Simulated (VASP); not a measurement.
## Be2Cd2S: single point with PBE

Be2Cd2S:

```
CELL_PARAMETERS angstrom
3.37833 0.00000 0.00504
0.00000 3.38151 0.00000
-0.04872 0.00000 7.86053
ATOMIC_POSITIONS crystal
Be 0.49869 0.50000 0.74501
Be 0.99890 0.00000 0.74445
Cd 0.50129 0.00000 0.99116
Cd 0.00393 0.50000 0.21599
S 0.99719 0.50000 0.58358
```

```
Program             : VASP 6.6.1
Task                : single point
Functional          : PBE
Potentials or basis : VASP PAW PBE potentials, release 64 (Be, Cd, S)
Cutoff              : 520 eV
k mesh              : 6 × 6 × 2
Occupations         : gaussian, width 0.1 eV
Spin                : no spin polarisation
```

* Pressure: 0.1 GPa
* Largest force: 0.030 eV/Å
* Band gap on the k mesh: zero (band 17 reaches 5.34 eV, above the bottom of band 18 at 2.94 eV)

Forces on the atoms (eV/Å):
```
Be   0.001  0.000  0.011
Be  -0.002  0.000  0.029
Cd   0.000  0.000 -0.029
Cd  -0.003  0.000  0.003
S    0.004  0.000 -0.015
```

Stress tensor (GPa, compression positive):
```
 0.04  0.00  0.04
 0.00 -0.02  0.00
 0.04  0.00  0.25
```

Levels at points of the mesh, in eV from the Fermi level:
```csv
k point,band 14,band 15,band 16,band 17,band 18,band 19,band 20,band 21
"(0.00, 0.00, 0.00)",-4.80,-4.78,-3.00,-0.40,1.46,2.24,2.41,2.43
"(0.50, 0.00, 0.00)",-4.69,-4.30,-4.06,-2.67,0.58,2.28,2.70,3.11
"(0.00, 0.50, 0.00)",-4.70,-4.31,-4.04,-2.68,0.58,2.28,2.71,3.12
"(0.50, 0.50, 0.00)",-5.91,-4.45,-1.67,-1.67,0.15,0.81,1.11,1.11
"(0.00, 0.00, 0.50)",-5.12,-4.78,-4.77,1.11,1.71,2.24,2.25,2.26
"(0.50, 0.00, 0.50)",-4.97,-4.06,-3.52,-2.02,-1.29,1.67,2.70,3.05
"(0.00, 0.50, 0.50)",-4.98,-4.04,-3.53,-2.03,-1.29,1.68,2.71,3.06
"(0.50, 0.50, 0.50)",-5.88,-4.45,-1.91,-1.91,0.64,0.65,1.84,2.05
```

Wall time 88 s on 1 thread of Intel(R) Xeon(R) Platinum 8259CL CPU @ 2.50GHz (Skylake/Cascade Lake), on a shared host, peak memory 0.23 GiB.

Caveat: the k points lie up to 0.40 Å⁻¹ apart.
